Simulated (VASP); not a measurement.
# Na2Au (I4/mcm) in VASP: further runs

Runs on Na2Au. Level: LDA. Tasks: single point, relaxation of cell and atoms.

Program: VASP 6.6.1. These are calculated values, not measurements. Logs are shortened: lines on timing, memory, paths and dates and some standing lists are left out, and cuts for length are marked.

## 1. The cell of the first run

Symmetry: I4/mcm, No. 140, tetragonal system. The conventional cell has a = 7.417 Å, b = 7.417 Å, c = 5.522 Å, α = 90.00°, β = 90.00°, γ = 90.00°. Within 4.1 Å of Na (site symmetry m2m) lie 4 Au at 3.12 Å and 11 Na at 3.31 to 3.95 Å. Au (site symmetry 422) has 2 Au at 2.76 Å and 8 Na at 3.12 Å within 3.6 Å.

## 2. Single point, LDA

Contents of INCAR:

```
  ALGO = Normal
  EDIFF = 1E-6
  ENCUT = 500
  GGA = CA
  GGA_COMPAT = F
  ISIF = 2
  ISMEAR = 0
  LASPH = T
  LCHARG = T
  LELF = T
  LREAL = F
  LVHAR = T
  LWAVE = F
  NBANDS = 34
  NELM = 120
  PREC = Accurate
  SIGMA = 0.1
```

Contents of KPOINTS:

```
k-points
0
Gamma
  4 4 4
```

Contents of POSCAR:

```
Na2Au
1.0
   -3.7085000000      3.7085000000      2.7610000000
    3.7085000000     -3.7085000000      2.7610000000
    3.7085000000      3.7085000000     -2.7610000000
Na Au
4 2
Direct
    0.6580000000      0.1580000000      0.8160000000
    0.1580000000      0.3420000000      0.5000000000
    0.3420000000      0.8420000000      0.1840000000
    0.8420000000      0.6580000000      0.5000000000
    0.2500000000      0.2500000000      0.0000000000
    0.7500000000      0.7500000000      0.0000000000
```

Potentials or basis: VASP PAW LDA potentials, release 64 (Na_pv, Au).

Launch:

```sh
$ cat potpaw_LDA.64/Na_pv/POTCAR potpaw_LDA.64/Au/POTCAR > POTCAR
$ mpirun -np 1 vasp_std > vasp.out
```

OUTCAR:

```text
EDIFF = 1E-6
   ENCUT = 500
   GGA = CA
   ISIF = 2
   ISMEAR = 0
   LASPH = T
   LREAL = F
   NELM = 120
   PREC = Accurate

 ion  position               nearest neighbor table
   1  0.658  0.158  0.816-   5 3.12   6 3.12   5 3.12   6 3.12
   2  0.158  0.342  0.500-   6 3.12   5 3.12   5 3.12   6 3.12
   3  0.342  0.842  0.184-   5 3.12   6 3.12   5 3.12   6 3.12
   4  0.842  0.658  0.500-   5 3.12   6 3.12   6 3.12   5 3.12
   5  0.250  0.250  0.000-   6 2.76   6 2.76   1 3.12   2 3.12   3 3.12   4 3.12   2 3.12   4 3.12
                             1 3.12   3 3.12
   6  0.750  0.750  0.000-   5 2.76   5 2.76   1 3.12   3 3.12   4 3.12   3 3.12   4 3.12   1 3.12
                             2 3.12   2 3.12

  LATTYP: Found a body centered tetragonal cell.
 ALAT       =     7.4170000000
 C/A-ratio  =     0.7445058649

  Lattice vectors:

 A1 = (  -3.7085000000,   3.7085000000,   2.7610000000)
 A2 = (   3.7085000000,  -3.7085000000,   2.7610000000)
 A3 = (   3.7085000000,   3.7085000000,  -2.7610000000)

Analysis of symmetry for initial positions (statically):
=====================================================================
 Subroutine PRICEL returns:
 Original cell was already a primitive cell.

 Routine SETGRP: Setting up the symmetry group for a
 body centered tetragonal supercell.

 Subroutine GETGRP returns: Found 16 space group operations
 (whereof  8 operations were pure point group operations)
 out of a pool of 16 trial point group operations.

The static configuration has the point symmetry C_4h.
 The point group associated with its full space group is D_4h.

Analysis of symmetry for dynamics (positions and initial velocities):
=====================================================================
 Subroutine PRICEL returns:
 Original cell was already a primitive cell.

 Routine SETGRP: Setting up the symmetry group for a
 body centered tetragonal supercell.

 Subroutine GETGRP returns: Found 16 space group operations
 (whereof  8 operations were pure point group operations)
 out of a pool of 16 trial point group operations.

The dynamic configuration has the point symmetry C_4h.
 The point group associated with its full space group is D_4h.

 Subroutine INISYM returns: Found 16 space group operations
 (whereof  8 operations are pure point group operations),
 and found     1 'primitive' translations

----------------------------------------------------------------------------------------

                                     Primitive cell

  volume of cell :     151.8878

  direct lattice vectors                    reciprocal lattice vectors
    -3.708500000  3.708500000  2.761000000     0.000000000  0.134825401  0.181093807
     3.708500000 -3.708500000  2.761000000     0.134825401  0.000000000  0.181093807
     3.708500000  3.708500000 -2.761000000     0.134825401  0.134825401  0.000000000

  length of vectors
     5.926977771  5.926977771  5.926977771     0.225771689  0.225771689  0.190671911

  position of ions in fractional coordinates (direct lattice)
     0.658000000  0.158000000  0.816000000
     0.158000000  0.342000000  0.500000000
     0.342000000  0.842000000  0.184000000
     0.842000000  0.658000000  0.500000000
     0.250000000  0.250000000  0.000000000
     0.750000000  0.750000000  0.000000000

  ion indices of the primitive-cell ions
   primitive index   ion index
                 1           1
                 2           2
                 3           3
                 4           4
                 5           5
                 6           6

----------------------------------------------------------------------------------------

 KPOINTS: k-points

Automatic generation of k-mesh.
 Grid dimensions read from file:
 generate k-points for:    4    4    4

 Generating k-lattice:

  Cartesian coordinates                     Fractional coordinates (reciprocal lattice)
     0.000000000  0.033706350  0.045273452     0.250000000  0.000000000  0.000000000
     0.033706350  0.000000000  0.045273452     0.000000000  0.250000000  0.000000000
     0.033706350  0.033706350  0.000000000     0.000000000  0.000000000  0.250000000

  Length of vectors
     0.056442922  0.056442922  0.047667978

  Shift w.r.t. Gamma in fractional coordinates (k-lattice)
     0.000000000  0.000000000  0.000000000

 Subroutine IBZKPT returns following result:
 ===========================================

 Found     13 irreducible k-points:

 Following reciprocal coordinates:
            Coordinates               Weight
  0.000000  0.000000  0.000000      1.000000
  0.250000 -0.000000  0.000000      8.000000
  0.500000 -0.000000  0.000000      4.000000
  0.250000  0.250000  0.000000      8.000000
  0.500000  0.250000  0.000000     16.000000
 -0.250000  0.250000  0.000000      4.000000
  0.500000  0.500000  0.000000      2.000000
  0.250000  0.250000  0.250000      2.000000
 -0.250000  0.250000  0.250000      4.000000
  0.500000  0.500000  0.250000      4.000000
 -0.250000  0.500000  0.250000      8.000000
 -0.250000 -0.250000  0.250000      2.000000
  0.500000  0.500000  0.500000      1.000000
   k-points           NKPTS =     13   k-points in BZ     NKDIM =     13   number of bands    NBANDS=     34
   number of dos      NEDOS =    301   number of ions     NIONS =      6
   total plane-waves  NPLWV = 110592
   dimension x,y,z NGX =    48 NGY =   48 NGZ =   48
   dimension x,y,z NGXF=    96 NGYF=   96 NGZF=   96
   ions per type =               4   2
   NGX,Y,Z   is equivalent  to a cutoff of  13.46, 13.46, 13.46 a.u.
   NGXF,Y,Z  is equivalent  to a cutoff of  26.93, 26.93, 26.93 a.u.
 SYSTEM =  unknown system
   PREC   = accura    normal or accurate (medium, high low for compatibility)
   ISTART =      0    job   : 0-new  1-cont  2-samecut
   ICHARG =      2    charge: 1-file 2-atom 10-const
   ISPIN  =      1    spin polarized calculation?
   LNONCOLLINEAR =      F non collinear calculations
   LSORBIT =      F    spin-orbit coupling
   LASPH  =      T    aspherical Exc in radial PAW
   ENCUT  =  500.0 eV  36.75 Ry    6.06 a.u.  10.81 10.81 10.81*2*pi/ulx,y,z
   NELM   =    120;   NELMIN=  2; NELMDL= -5     # of ELM steps
   EDIFF  = 0.1E-05   stopping-criterion for ELM
   LREAL  =      F    real-space projection
   EDIFFG = 0.1E-04   stopping-criterion for IOM
[... 45 lines left out ...]

 E-fermi :   2.4569     XC(G=0):  -8.7087

 val. band max:        2.2669560280   @ k =   0.2500  -0.0000   0.0000
 cond. band min:       2.5096759152   @ k =   0.2500   0.2500   0.0000
 fundamental gap:      0.2427198872
 Fermi energy:         2.4568788954

 k-point     1 :       0.0000    0.0000    0.0000
  band No.  band energies     occupation
      1     -22.0611      2.00000
      2     -22.0573      2.00000
      3     -22.0408      2.00000
      4     -22.0408      2.00000
      5     -22.0238      2.00000
      6     -22.0144      2.00000
[... 26 lines left out ...]
     33       7.4913      0.00000
     34       7.6279      0.00000

 k-point     2 :       0.2500   -0.0000    0.0000
  band No.  band energies     occupation
      1     -22.0624      2.00000
      2     -22.0594      2.00000
      3     -22.0432      2.00000
      4     -22.0380      2.00000
      5     -22.0150      2.00000
      6     -22.0142      2.00000
[... 26 lines left out ...]
     33       7.5290      0.00000
     34       8.8277      0.00000

 k-point     3 :       0.5000   -0.0000    0.0000
  band No.  band energies     occupation
      1     -22.0625      2.00000
      2     -22.0625      2.00000
      3     -22.0362      2.00000
      4     -22.0362      2.00000
      5     -22.0186      2.00000
      6     -22.0186      2.00000
[... 26 lines left out ...]
     33       9.0860      0.00000
     34       9.0860      0.00000

 k-point     4 :       0.2500    0.2500    0.0000
  band No.  band energies     occupation
      1     -22.0667      2.00000
      2     -22.0565      2.00000
      3     -22.0381      2.00000
      4     -22.0359      2.00000
      5     -22.0226      2.00000
      6     -22.0150      2.00000
[... 26 lines left out ...]
     33       8.5951      0.00000
     34       9.5233      0.00000

 k-point     5 :       0.5000    0.2500    0.0000
  band No.  band energies     occupation
      1     -22.0645      2.00000
      2     -22.0524      2.00000
      3     -22.0452      2.00000
      4     -22.0338      2.00000
      5     -22.0256      2.00000
      6     -22.0128      2.00000
[... 26 lines left out ...]
     33       7.9396      0.00000
     34       8.4635      0.00000

 k-point     6 :      -0.2500    0.2500    0.0000
  band No.  band energies     occupation
      1     -22.0611      2.00000
      2     -22.0521      2.00000
      3     -22.0464      2.00000
      4     -22.0411      2.00000
      5     -22.0185      2.00000
      6     -22.0159      2.00000
[... 26 lines left out ...]
     33       7.1758      0.00000
     34       7.4442      0.00000

 k-point     7 :       0.5000    0.5000    0.0000
  band No.  band energies     occupation
      1     -22.0615      2.00000
      2     -22.0501      2.00000
      3     -22.0427      2.00000
      4     -22.0413      2.00000
      5     -22.0267      2.00000
      6     -22.0137      2.00000
[... 26 lines left out ...]
     33       8.0365      0.00000
     34       9.0136      0.00000

 k-point     8 :       0.2500    0.2500    0.2500
  band No.  band energies     occupation
      1     -22.0614      2.00000
      2     -22.0614      2.00000
      3     -22.0382      2.00000
      4     -22.0382      2.00000
      5     -22.0180      2.00000
      6     -22.0180      2.00000
[... 26 lines left out ...]
     33       8.0767      0.00000
     34       8.0767      0.00000

 k-point     9 :      -0.2500    0.2500    0.2500
  band No.  band energies     occupation
      1     -22.0594      2.00000
      2     -22.0533      2.00000
      3     -22.0488      2.00000
      4     -22.0357      2.00000
      5     -22.0194      2.00000
      6     -22.0170      2.00000
[... 26 lines left out ...]
     33       8.3786      0.00000
     34       8.5804      0.00000

 k-point    10 :       0.5000    0.5000    0.2500
  band No.  band energies     occupation
      1     -22.0587      2.00000
      2     -22.0572      2.00000
      3     -22.0408      2.00000
      4     -22.0336      2.00000
      5     -22.0266      2.00000
      6     -22.0177      2.00000
[... 26 lines left out ...]
     33       8.4339      0.00000
     34       8.5782      0.00000

 k-point    11 :      -0.2500    0.5000    0.2500
  band No.  band energies     occupation
      1     -22.0644      2.00000
      2     -22.0512      2.00000
      3     -22.0452      2.00000
      4     -22.0293      2.00000
      5     -22.0235      2.00000
      6     -22.0214      2.00000
[... 26 lines left out ...]
     33       9.2898      0.00000
     34       9.4113      0.00000

 k-point    12 :      -0.2500   -0.2500    0.2500
  band No.  band energies     occupation
      1     -22.0708      2.00000
      2     -22.0482      2.00000
      3     -22.0379      2.00000
      4     -22.0379      2.00000
      5     -22.0281      2.00000
      6     -22.0123      2.00000
[... 26 lines left out ...]
     33      10.0951      0.00000
     34      10.0951      0.00000

 k-point    13 :       0.5000    0.5000    0.5000
  band No.  band energies     occupation
      1     -22.0613      2.00000
      2     -22.0563      2.00000
      3     -22.0340      2.00000
      4     -22.0287      2.00000
      5     -22.0265      2.00000
      6     -22.0265      2.00000
[... 26 lines left out ...]
     33       9.3948      0.00000
     34      10.0135      0.00000

------------------------ aborting loop because EDIFF is reached ----------------------------------------

  FORCE on cell =-STRESS in cart. coord.  units (eV):
  Direction    XX          YY          ZZ          XY          YZ          ZX
  --------------------------------------------------------------------------------------
  -------------------------------------------------------------------------------------
  Total       -1.9832099     -1.9832099     -4.3952763      0.0000000      0.0000000      0.0000000
  in kB      -20.9197405    -20.9197405    -46.3632418      0.0000000      0.0000000      0.0000000
  external PRESSURE =     -29.4009076 kB  Pullay stress =       0.0000000 kB

 VOLUME and BASIS-vectors are now :
 -----------------------------------------------------------------------------
  energy-cutoff  :      500.00
  volume of cell :      151.89
      direct lattice vectors                 reciprocal lattice vectors
    -3.708500000  3.708500000  2.761000000     0.000000000  0.134825401  0.181093807
     3.708500000 -3.708500000  2.761000000     0.134825401  0.000000000  0.181093807
     3.708500000  3.708500000 -2.761000000     0.134825401  0.134825401  0.000000000

 POSITION                                       TOTAL-FORCE (eV/Angst)
 -----------------------------------------------------------------------------------
      1.17189      4.88039      0.00000         0.215646      0.215646     -0.000000
      2.53661      1.17189      0.00000        -0.215646      0.215646     -0.000000
      2.53661     -1.17189      2.76100        -0.215646     -0.215646      0.000000
      1.17189      2.53661      2.76100         0.215646     -0.215646     -0.000000
      0.00000      0.00000      1.38050        -0.000000     -0.000000     -0.000000
      0.00000      0.00000      4.14150        -0.000000     -0.000000     -0.000000
 -----------------------------------------------------------------------------------
    total drift:                                0.000000      0.000000     -0.000000

  FREE ENERGIE OF THE ION-ELECTRON SYSTEM (eV)
  ---------------------------------------------------
  free  energy   TOTEN  =       -16.0919502298 eV

  energy  without entropy=      -16.0822798435  energy(sigma->0) =      -16.08711504
```

Wall time 30 s (1 thread of Intel Xeon 6975P-C (Granite Rapids), shared host); peak memory 0.27 GiB.

What came out:

- Free energy: -16.0920 eV
- Pressure: -2.9 GPa
- Largest force: 0.305 eV/Å
- Band gap on the k mesh: zero (bands 25 and 26 overlap by 1.87 eV)

Forces on the atoms (eV/Å):
```
Na   0.216  0.216  0.000
Na  -0.216  0.216  0.000
Na  -0.216 -0.216  0.000
Na   0.216 -0.216  0.000
Au   0.000  0.000  0.000
Au   0.000  0.000  0.000
```

Stress tensor (GPa, compression positive):
```
-2.09  0.00  0.00
 0.00 -2.09  0.00
 0.00  0.00 -4.64
```

Caveat: spin-orbit coupling is left out, which moves the levels of the heavy elements.

## 3. Single point, LDA

This run uses another cell than the first one, of 23.10 Å³/atom.

Contents of INCAR:

```
SYSTEM = Na2Au
PREC = Accurate ; ENCUT = 500
EDIFF = 1E-6 ; ISMEAR = 0
SIGMA = 0.1 ; LREAL = .False.
LASPH = .True. ; NELM = 120
ALGO = Normal ; ISIF = 2
LWAVE = .False. ; LCHARG = .True.
LELF = .True. ; LVHAR = .True.
NBANDS = 34 ; GGA_COMPAT = .False.
```

Contents of KPOINTS:

```
regular mesh
0
Gamma
  8 8 8
  0 0 0
```

Contents of POSCAR:

```
Na2Au
1.0
   -3.5556162208      3.5556162208      2.7409741057
    3.5556162208     -3.5556162208      2.7409741057
    3.5556162208      3.5556162208     -2.7409741057
Na Au
4 2
Direct
    0.6722747911      0.1722747911      0.8445495822
    0.1722747911      0.3277252089      0.5000000000
    0.3277252089      0.8277252089      0.1554504178
    0.8277252089      0.6722747911      0.5000000000
    0.2500000000      0.2500000000      0.0000000000
    0.7500000000      0.7500000000      0.0000000000
```

Potentials or basis: VASP PAW LDA potentials, release 64 (Na_pv, Au).

Launch:

```sh
$ cat potpaw_LDA.64/Na_pv/POTCAR potpaw_LDA.64/Au/POTCAR > POTCAR
$ mpirun -np 1 vasp_std > vasp.out
```

Run time: 1.8 min. Hardware: 1 thread of Intel Xeon 6975P-C (Granite Rapids), shared host; peak memory 0.34 GiB.

It converged, with:

| Property | Result |
| --- | --- |
| Free energy | -16.1701 eV |
| Pressure | 0.1 GPa |
| Largest force | 0.003 eV/Å |
| Band gap on the k mesh | zero (bands 25 and 26 overlap by 2.05 eV) |

Forces in eV/Å, atoms in the order of the input:
```
Na  -0.002 -0.002  0.000
Na   0.002 -0.002  0.000
Na   0.002  0.002  0.000
Na  -0.002  0.002  0.000
Au   0.000  0.000  0.000
Au   0.000  0.000  0.000
```

Stress tensor (GPa, compression positive):
```
0.06 0.00 0.00
0.00 0.06 0.00
0.00 0.00 0.17
```

Levels at points of the mesh, in eV from the Fermi level:
```
           k point  band 22  band 23  band 24  band 25  band 26  band 27  band 28  band 29
(0.00, 0.00, 0.00)    -2.93    -2.93     0.81     0.81     0.90     1.35     2.26     2.78
(0.50, 0.00, 0.00)    -4.12    -4.01    -4.01     0.20     0.20     1.13     1.13     3.82
(0.50, 0.50, 0.00)    -2.93    -2.93    -2.59     0.81     1.54     1.75     1.79     2.90
(0.50, 0.50, 0.50)    -2.93    -2.93    -1.44    -1.44     0.04     0.10     1.12     4.93
```

Caveat: spin-orbit coupling is left out, which moves the levels of the heavy elements.

## 4. Relaxation of cell and atoms, LDA

This run uses another cell than the first one, of 23.10 Å³/atom.

Contents of INCAR:

```
SYSTEM = Na2Au
ALGO = Normal
EDIFF = 1E-7
EDIFFG = -0.005
ENCUT = 500
GGA = CA
GGA_COMPAT = .False.
IBRION = 2
ISIF = 3
ISMEAR = 0
LASPH = .True.
LCHARG = .False.
LREAL = .False.
LWAVE = .False.
NELM = 120
NELMIN = 4
NSW = 100
PREC = Accurate
SIGMA = 0.1
```

Contents of KPOINTS:

```
k-points
0
Gamma
  8 8 8
  0 0 0
```

POSCAR is that of step 3.

Launch:

```sh
$ cat potpaw_LDA.64/Na_pv/POTCAR potpaw_LDA.64/Au/POTCAR > POTCAR
$ mpirun -np 1 vasp_std > vasp.out
```

Wall time 3.5 min (1 thread of Intel Xeon 6975P-C (Granite Rapids), shared host); peak memory 0.34 GiB.

It converged, with:

* Free energy: -16.1702 eV
* Relaxed volume: 23.14 Å³/atom
* Relaxed cell: a = 5.730 Å, b = 5.730 Å, c = 5.730 Å, α = 103.26°, β = 103.26°, γ = 122.76°
* Space group after relaxing (to 0.1 Å): I4/mcm (No. 140)
* Energy gained by relaxing: 0.0 meV/atom
* Ionic steps: 3
* Pressure after relaxing: 0.0 GPa
* Band gap on the k mesh: zero (bands 25 and 26 overlap by 2.05 eV)

Final structure:
```xyz
6
Lattice="-3.5566 3.5566 2.7444 3.5566 -3.5566 2.7444 3.5566 3.5566 -2.7444" Properties=species:S:1:pos:R:3 pbc="T T T"
Na    1.2253    4.7819    0.0000
Na    2.3313    1.2253    0.0000
Na    2.3313   -1.2253    2.7444
Na    1.2253    2.3313    2.7444
Au    0.0000    0.0000    1.3722
Au    0.0000    0.0000    4.1166
```

Levels at points of the mesh, in eV from the Fermi level:
| k point | band 23 | band 24 | band 25 | band 26 | band 27 | band 28 |
| --- | --- | --- | --- | --- | --- | --- |
| (0.00, 0.00, 0.00) | -2.93 | 0.81 | 0.81 | 0.90 | 1.35 | 2.24 |
| (0.50, 0.00, 0.00) | -4.01 | -4.01 | 0.20 | 0.20 | 1.13 | 1.13 |
| (0.50, 0.50, 0.00) | -2.93 | -2.59 | 0.80 | 1.55 | 1.73 | 1.78 |
| (0.50, 0.50, 0.50) | -2.93 | -1.44 | -1.44 | 0.04 | 0.09 | 1.10 |

Caveat: spin-orbit coupling is left out, which moves the levels of the heavy elements.

## 5. The runs side by side

| task | cell | k mesh | gap on the mesh (eV) | pressure (GPa) |
| --- | --- | --- | --- | --- |
| single point | a = 5.927 Å, angles 102.5, 102.5, 124.5°, 6 atoms, atomic positions A | 4 × 4 × 4 | none | -2.9 |
| single point | a = 5.727 Å, angles 103.2, 103.2, 122.8°, 6 atoms, atomic positions B | 8 × 8 × 8 | none | 0.1 |
| relaxation of cell and atoms | relaxed from a = 5.727 Å, angles 103.2, 103.2, 122.8°, 6 atoms, atomic positions B | 8 × 8 × 8 | none | 0.0 |

Alike in all rows: level LDA; potentials or basis VASP PAW LDA potentials, release 64 (Na_pv, Au); no spin polarisation; cutoff (eV) 500; smearing gaussian 0.1 eV.

Caveats: spin-orbit coupling is left out, which moves the levels of the heavy elements.

Absolute energies hang on the potentials; compare differences alone.
